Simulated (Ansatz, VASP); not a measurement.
## One calculation of TePb, two programs

```
CELL_PARAMETERS angstrom
0.04388 3.27904 3.27904
3.27904 0.04388 3.27904
3.27904 3.27904 0.04388
ATOMIC_POSITIONS crystal
Pb 0.00000 0.00000 0.00000
Te 0.50000 0.50000 0.50000
```

Change from the starting cell: epitaxial_111 strain -1.0%.

Alike in both runs: task single point; functional PBE; k mesh 8 × 8 × 8; occupations fermi-dirac, width 0.02 eV; no spin polarisation.

```csv
,VASP,Ansatz
version,VASP 6.6.1,Ansatz 0.2.0
potentials or method,"VASP PAW PBE potentials, release 64 (Pb_d, Te)","plane waves, PAW"
plane-wave cutoff (eV),520,420
valence electrons in the cell,20,30
```

|  | VASP | Ansatz | Ansatz less VASP |
| --- | --- | --- | --- |
| pressure (GPa) | 1.0 | 1.0 | +0.06 |
| traceless stress, the component that is largest in VASP (GPa) | -0.19 | -0.19 | 0.000 |

VASP's potentials hold 20 valence electrons a cell and Ansatz's 30, so a difference there can come from the potentials and not from the codes.

Neither program's run includes spin-orbit coupling.
